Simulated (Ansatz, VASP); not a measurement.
SiC: VASP beside Ansatz

```
CELL_PARAMETERS angstrom
3.11648 0.00000 0.00000
-1.55824 2.69895 0.00000
0.00000 0.00000 5.11443
ATOMIC_POSITIONS crystal
Si 0.33333 0.66667 0.00000
Si 0.66667 0.33333 0.50000
C 0.33333 0.66667 0.38500
C 0.66667 0.33333 0.88500
```

Change from the starting cell: volume scaled by 1.04.

Alike in both runs: task single point; functional PBE; k mesh 15 × 15 × 8; occupations fermi-dirac, width 0.08 eV; no spin polarisation.

|  | VASP | Ansatz |
| --- | --- | --- |
| version | VASP 6.6.1 | Ansatz 0.2.0 |
| potentials or method | VASP PAW PBE potentials, release 64 (Si, C), cutoff 520 eV | all-electron LAPW, scalar-relativistic |

VASP gave:

- pressure (GPa): -4.6
- traceless stress, the component that is largest in VASP (GPa): -2.22
- rms of the force components (eV/Å): 0.400

Task: What did Ansatz give for the same quantities?

Result: Pressure (GPa): -4.5; traceless stress, the component that is largest in VASP (GPa): -2.21; rms of the force components (eV/Å): 0.400.

Atom by atom the forces differ by 0.001 eV/Å (rms over components). Ansatz ran all-electron here, and VASP with PAW potentials.
